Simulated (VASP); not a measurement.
# Al3BN2 (P4mm) in VASP: single point with PBE

Aim: the single point of Al3BN2 with PBE.

All numbers are computed with VASP 6.6.1; they aren't measurements. Logs are shortened: lines on timing, memory, paths and dates and some standing lists are left out, and cuts for length are marked.

**1. The cell of the first run**

Symmetry: P4mm, No. 99, tetragonal system. Conventional cell: a = 3.350 Å, b = 3.350 Å, c = 8.672 Å, α = 90.00°, β = 90.00°, γ = 90.00°. Within 2.5 Å of Al (site symmetry 2mm) lie 2 N at 1.87 Å and 4 Al at 2.37 Å. Within 2.4 Å of Al (site symmetry 4mm) lie 1 N at 1.81 Å. B (site symmetry 4mm) has 4 N at 2.38 Å and 4 Al at 2.84 Å within 3.1 Å. Within 2.4 Å of N (site symmetry 4mm) lie 1 Al at 1.81 Å and 4 B at 2.38 Å. Within 2.5 Å of N (site symmetry 4mm) lie 4 Al at 1.87 Å.

The cell was generated, and may not be a known phase.

**2. Single point, PBE**

The input, INCAR:

```
SYSTEM = Al3BN2
PREC     = Accurate       ! precision mode
ENCUT    = 600            ! plane-wave cutoff, eV
EDIFF    = 1E-6           ! SCF threshold, eV
ISMEAR   = 0              ! smearing method
SIGMA    = 0.15           ! smearing width, eV
LREAL    = .False.        ! projectors in reciprocal space
LASPH    = .True.         ! aspherical terms in the spheres
NELM     = 120            ! most SCF steps
ALGO     = Normal         ! electronic algorithm
ISIF     = 2              ! what is computed and relaxed
LWAVE    = .False.        ! write WAVECAR
LCHARG   = .False.        ! write CHGCAR
GGA      = PE             ! functional
NBANDS   = 20             ! bands
GGA_COMPAT= .False.
```

The input, KPOINTS:

```
Automatic mesh
0
Gamma
  4 4 2
  0 0 0
```

The input, POSCAR:

```
Al3BN2
1.0
    3.3498500790      0.0000000000      0.0000000000
    0.0000000000      3.3498500790      0.0000000000
    0.0000000000      0.0000000000      8.6722121928
Al B N
3 1 2
Direct
    0.5000000000      0.0000000000      0.3205775222
    0.0000000000      0.5000000000      0.3205775222
    0.5000000000      0.5000000000      0.0308836164
    0.0000000000      0.0000000000      0.8492180262
    0.5000000000      0.5000000000      0.8216668530
    0.5000000000      0.5000000000      0.4172083300
```

Potentials or basis: VASP PAW PBE potentials, release 64 (Al, B, N).

Command:

```sh
> cat potpaw_PBE.64/Al/POTCAR potpaw_PBE.64/B/POTCAR potpaw_PBE.64/N/POTCAR > POTCAR
> mpirun -np 1 vasp_std > vasp.out
```

OUTCAR:

```text
SYSTEM = Al3BN2
   PREC = Accurate
   ENCUT = 600
   EDIFF = 1E-6
   ISMEAR = 0
   LREAL = .False.
   LASPH = .True.
   NELM = 120
   ISIF = 2
   GGA = PE

 ion  position               nearest neighbor table
   1  0.500  0.000  0.321-   6 1.87   6 1.87   2 2.37   2 2.37   2 2.37   2 2.37   3 3.02   3 3.02

   2  0.000  0.500  0.321-   6 1.87   6 1.87   1 2.37   1 2.37   1 2.37   1 2.37   3 3.02   3 3.02

   3  0.500  0.500  0.031-   5 1.81   2 3.02   1 3.02   1 3.02   2 3.02
   4  0.000  0.000  0.849-
   5  0.500  0.500  0.822-   3 1.81
   6  0.500  0.500  0.417-   1 1.87   2 1.87   1 1.87   2 1.87

  LATTYP: Found a simple tetragonal cell.
 ALAT       =     3.3498500790
 C/A-ratio  =     2.5888359145

  Lattice vectors:

 A1 = (   3.3498500790,   0.0000000000,   0.0000000000)
 A2 = (   0.0000000000,   3.3498500790,   0.0000000000)
 A3 = (   0.0000000000,   0.0000000000,   8.6722121928)

Analysis of symmetry for initial positions (statically):
=====================================================================
 Subroutine PRICEL returns:
 Original cell was already a primitive cell.

 Routine SETGRP: Setting up the symmetry group for a
 simple tetragonal supercell.

 Subroutine GETGRP returns: Found  8 space group operations
 (whereof  8 operations were pure point group operations)
 out of a pool of 16 trial point group operations.

The static configuration has the point symmetry C_4v.

Analysis of symmetry for dynamics (positions and initial velocities):
=====================================================================
 Subroutine PRICEL returns:
 Original cell was already a primitive cell.

 Routine SETGRP: Setting up the symmetry group for a
 simple tetragonal supercell.

 Subroutine GETGRP returns: Found  8 space group operations
 (whereof  8 operations were pure point group operations)
 out of a pool of 16 trial point group operations.

The dynamic configuration has the point symmetry C_4v.

 Subroutine INISYM returns: Found  8 space group operations
 (whereof  8 operations are pure point group operations),
 and found     1 'primitive' translations

----------------------------------------------------------------------------------------

                                     Primitive cell

  volume of cell :      97.3152

[... 82 lines left out ...]
   NELM   =    120;   NELMIN=  2; NELMDL= -5     # of ELM steps
   EDIFF  = 0.1E-05   stopping-criterion for ELM
   LREAL  =      F    real-space projection
   EDIFFG = 0.1E-04   stopping-criterion for IOM
   NSW    =      0    number of steps for IOM
   IBRION =     -1    ionic relax: 0-MD 1-quasi-New 2-CG
   NFREE  =      0    steps in history (QN), initial steepest desc. (CG)
   ISIF   =      2    stress and relaxation
   ISYM   =      2    0-nonsym 1-usesym 2-fastsym
   POTIM  = 0.5000    time-step for ionic-motion
   TEBEG  =    0.0;   TEEND  =   0.0 temperature during run
   PSTRESS=    0.0 pullay stress
   NELECT =      22.0000    total number of electrons
   NUPDOWN=      -1.0000    fix difference up-down
   EMIN   =  10.00;   EMAX   =-10.00  energy-range for DOS
   EFERMI =   0.00;   METHOD = LEGACY
   ISMEAR =     0;   SIGMA  =   0.15  broadening in eV -4-tet -1-fermi 0-gaus
   EFERMI_NEDOS =   21; number of points for ismear=-14 and -15
   IALGO  =     38    algorithm
   IMIX   =      4    mixing-type and parameters
     AMIX     =   0.40;   BMIX     =  1.00
     AMIX_MAG =   1.60;   BMIX_MAG =  1.00
  volume/ion in A,a.u.               =      16.22       109.45
  Fermi-wavevector in a.u.,A,eV,Ry     =   0.997292  1.884608 13.532227  0.994591
  Thomas-Fermi vector in A             =   2.129438
   LORBIT       =      0    0 simple, 1 ext, 2 COOP (PROOUT), +10 PAW based schemes
   GGA     = PE    functional components
   LHFCALC =     F    Hartree Fock is set to
   AEXX    =    0.0000 exact exchange contribution
   IVDW    =     0    specifies the selected vdW correction
   LEPSILON=     F    determine dielectric tensor
   LRPA    =     F    only Hartree local field effects (RPA)
 non-spin polarized calculation
 Gauss-broadening in eV      SIGMA  =   0.15
  energy-cutoff  :      600.00
  volume of cell :       97.32
 maximum number of plane-waves:      3276
 NGX is ok and might be reduce to    28
   NGX = 13   NGY = 13   NGZ = 35

 number of electron      21.9999998 magnetization

 Free energy of the ion-electron system (eV)
  ---------------------------------------------------
  ext. energy  EPLUGINS =         0.00000000
  ---------------------------------------------------
  free energy    TOTEN  =       -27.87996091 eV

  energy without entropy =      -27.85300634  energy(sigma->0) =      -27.86648363

 E-fermi :   3.6126     XC(G=0):  -8.9554

 val. band max:        3.5747825153   @ k =   0.2500   0.0000   0.0000
 cond. band min:       3.7257190153   @ k =   0.5000   0.5000   0.0000
 fundamental gap:      0.1509364999
 Fermi energy:         3.6126223436

 k-point     1 :       0.0000    0.0000    0.0000
  band No.  band energies     occupation
      1     -12.9595      2.00000
      2     -10.2402      2.00000
      3      -4.3431      2.00000
      4      -1.3370      2.00000
      5      -1.1086      2.00000
      6      -1.1086      2.00000
[... 265 lines left out ...]
     19       9.8794      0.00000
     20       9.8794      0.00000

------------------------ aborting loop because EDIFF is reached ----------------------------------------

  FORCE on cell =-STRESS in cart. coord.  units (eV):
  Direction    XX          YY          ZZ          XY          YZ          ZX
  --------------------------------------------------------------------------------------
  -------------------------------------------------------------------------------------
  Total        0.1379797      0.1379797      0.1756659      0.0000000      0.0000000      0.0000000
  in kB        2.2716700      2.2716700      2.8921282      0.0000000      0.0000000      0.0000000
  external PRESSURE =       2.4784894 kB  Pullay stress =       0.0000000 kB

 VOLUME and BASIS-vectors are now :
 -----------------------------------------------------------------------------
  energy-cutoff  :      600.00
  volume of cell :       97.32
      direct lattice vectors                 reciprocal lattice vectors
     3.349850079  0.000000000  0.000000000     0.298520822  0.000000000  0.000000000
     0.000000000  3.349850079  0.000000000     0.000000000  0.298520822  0.000000000
     0.000000000  0.000000000  8.672212193     0.000000000  0.000000000  0.115310832

 POSITION                                       TOTAL-FORCE (eV/Angst)
 -----------------------------------------------------------------------------------
      1.67493      0.00000      2.78012         0.000000      0.000000     -0.028366
      0.00000      1.67493      2.78012         0.000000      0.000000     -0.028366
      1.67493      1.67493      0.26783         0.000000     -0.000000      0.009464
      0.00000      0.00000      7.36460         0.000000      0.000000      0.008654
      1.67493      1.67493      7.12567         0.000000      0.000000      0.047257
      1.67493      1.67493      3.61812        -0.000000     -0.000000     -0.008644
 -----------------------------------------------------------------------------------
    total drift:                                0.000000      0.000000     -0.000964

  FREE ENERGIE OF THE ION-ELECTRON SYSTEM (eV)
  ---------------------------------------------------
  free  energy   TOTEN  =       -27.8799609094 eV

  energy  without entropy=      -27.8530063421  energy(sigma->0) =      -27.86648363
```

OSZICAR:

```text
N       E                     dE             d eps       ncg     rms          rms(c)
DAV:   1     0.758382049820E+02    0.75838E+02   -0.98606E+03   480   0.103E+03
DAV:   2    -0.230156256074E+02   -0.98854E+02   -0.93943E+02   612   0.186E+02
DAV:   3    -0.325865416348E+02   -0.95709E+01   -0.94476E+01   628   0.571E+01
DAV:   4    -0.327517222985E+02   -0.16518E+00   -0.16496E+00   616   0.838E+00
DAV:   5    -0.327546144343E+02   -0.28921E-02   -0.28920E-02   608   0.110E+00    0.122E+01
DAV:   6    -0.285237044527E+02    0.42309E+01   -0.23161E+01   624   0.300E+01    0.741E+00
DAV:   7    -0.280985525117E+02    0.42515E+00   -0.88333E+00   572   0.122E+01    0.386E+00
DAV:   8    -0.279120224367E+02    0.18653E+00   -0.90795E-01   604   0.491E+00    0.211E+00
DAV:   9    -0.278887142487E+02    0.23308E-01   -0.26822E-01   536   0.270E+00    0.769E-01
DAV:  10    -0.278785269206E+02    0.10187E-01   -0.60604E-02   536   0.119E+00    0.297E-01
DAV:  11    -0.278795040953E+02   -0.97717E-03   -0.10651E-02   536   0.541E-01    0.203E-01
DAV:  12    -0.278796785709E+02   -0.17448E-03   -0.12545E-03   544   0.204E-01    0.839E-02
DAV:  13    -0.278799071112E+02   -0.22854E-03   -0.44361E-04   512   0.124E-01    0.284E-02
DAV:  14    -0.278799581881E+02   -0.51077E-04   -0.12316E-04   564   0.602E-02    0.874E-03
DAV:  15    -0.278799597937E+02   -0.16056E-05   -0.74972E-06   524   0.185E-02    0.527E-03
DAV:  16    -0.278799608145E+02   -0.10208E-05   -0.36020E-06   500   0.106E-02    0.165E-03
DAV:  17    -0.278799609094E+02   -0.94882E-07   -0.40318E-07   320   0.435E-03
   1 F= -.27879961E+02 E0= -.27866484E+02  d E =-.269546E-01
```

Run time: 37 s. Hardware: 1 thread of Intel Xeon Platinum 8259CL at 2.50GHz (Skylake/Cascade Lake), shared host; peak memory 0.22 GiB.

Results:

* Free energy: -27.8800 eV
* Pressure: 0.2 GPa
* Largest force: 0.047 eV/Å
* Band gap on the k mesh: zero (bands 11 and 12 overlap by 1.25 eV)

Forces in eV/Å, atoms in the order of the input:
```
Al   0.000  0.000 -0.028
Al   0.000  0.000 -0.028
Al   0.000  0.000  0.009
B    0.000  0.000  0.009
N    0.000  0.000  0.047
N    0.000  0.000 -0.009
```

Levels at points of the mesh, in eV from the Fermi level:
```csv
k point,band 8,band 9,band 10,band 11,band 12,band 13,band 14,band 15
"(0.00, 0.00, 0.00)",-2.73,-1.80,-1.80,-1.41,2.01,3.73,3.73,4.07
"(0.50, 0.00, 0.00)",-2.98,-1.49,-0.61,-0.26,1.41,2.09,2.79,2.81
"(0.50, 0.50, 0.00)",-4.12,-3.66,-2.10,-0.86,-0.86,0.11,1.12,3.57
"(0.00, 0.00, 0.50)",-2.52,-1.80,-1.80,-1.33,1.91,3.75,3.75,4.31
"(0.50, 0.00, 0.50)",-2.97,-1.07,-0.62,-0.41,1.23,2.11,2.64,2.81
"(0.50, 0.50, 0.50)",-4.09,-3.71,-2.31,-0.81,-0.81,0.34,1.24,3.45
```

Caveat: the k points lie up to 0.47 Å⁻¹ apart, too coarse for converged energies and pressures of a metal; this functional lacks dispersion, which binds layers or chains, so the pressure and a relaxed spacing across them are unreliable.

The gap in the log of VASP goes by the Fermi energy; the results here count the filled bands.